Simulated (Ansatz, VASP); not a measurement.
Two plane-wave programs on As

The input POSCAR:

```
As
1.0
   -2.7036817400      0.0000000000     -2.7036817400
    0.0000000000     -2.7036817400     -2.7036817400
   -2.7036817400     -2.7036817400      0.0000000000
As
2
Direct
    0.2763515400      0.2271399200      0.2568997100
    0.7236484600      0.7728600800      0.7431002900
```

File INCAR.step1:

```
SYSTEM = As
PREC = Accurate
ENCUT = 520
EDIFF = 1E-5
ISMEAR = -1
SIGMA = 0.05
LREAL = .False.
LASPH = .True.
NELM = 100
ALGO = Normal
ISIF = 2
LWAVE = .True.
LCHARG = .False.
NBANDS = 12
GGA = PE
```

File INCAR.step2:

```
SYSTEM = As
PREC = Accurate
ENCUT = 520
EDIFF = 1E-6
ISMEAR = -1
SIGMA = 0.05
LREAL = .False.
LASPH = .True.
NELM = 100
ALGO = Normal
ISIF = 2
LWAVE = .False.
LCHARG = .False.
GGA = PE
LHFCALC = .True.
AEXX = 0.25
HFSCREEN = 0.2
PRECFOCK = Normal
NBANDS = 12
ISTART = 1
```

File KPOINTS:

```
regular mesh
0
Gamma
  5 5 5
  0 0 0
```

The input input.yaml:

```yaml
crystal:
  lattice:
    - [-2.70368174, 0.0, -2.70368174]
    - [0.0, -2.70368174, -2.70368174]
    - [-2.70368174, -2.70368174, 0.0]
  atoms:
    - { symbol: As, position: [0.27635154, 0.22713992, 0.25689971] }
    - { symbol: As, position: [0.72364846, 0.77286008, 0.74310029] }
hamiltonian:
  xc: { exchange: pbe, correlation: pbe, exx: { coeff: 0.25, omega: 0.2 } }
  pseudopotentials: { kind: paw }
kpoints:
  mp_grid: { grid: [5, 5, 5] }
scf:
  occupations: { method: fermi_dirac, width: 0.05 }
output:
  forces: true
  stress: true
  eigenvalues: true
```

Alike in both runs: task single point; functional PBE-based screened hybrid with a share of 0.25 of exact exchange and HFSCREEN = 0.2; k mesh 5 × 5 × 5; occupations fermi-dirac, width 0.05 eV; no spin polarisation.

|  | VASP | Ansatz |
| --- | --- | --- |
| version | VASP 6.6.1 | Ansatz 0.2.0 |
| potentials or method | VASP PAW PBE potentials, release 64 (As) | Ansatz PAW |
| plane-wave cutoff (eV) | 520 | 420 |
| valence electrons in the cell | 10 | 30 |

|  | VASP | Ansatz | Ansatz less VASP |
| --- | --- | --- | --- |
| gap on the k mesh at the Fermi level (eV) | 0.20 | 0.20 | +0.002 |
| least direct gap on the mesh (eV) | 0.42 | 0.42 | -0.004 |
| pressure (GPa) | 0.6 | 1.1 | +0.45 |
| traceless stress, the component that is largest in VASP (GPa) | -1.90 | -1.89 | +0.012 |
| rms of the force components (eV/Å) | 0.574 | 0.567 | -0.0068 |

VASP's potentials were made for PBE, not for PBE-based screened hybrid. Atom by atom the forces differ by 0.007 eV/Å (rms over components). With one functional, cell and mesh, what is left measures potentials, basis and numerics. VASP's potentials hold 10 valence electrons a cell and Ansatz's 30, so a difference there can come from the potentials and not from the codes.

Noted on Ansatz's run: odd divisions of the mesh miss points on the zone boundary, where band edges often lie, so the gap on the mesh can be too wide.
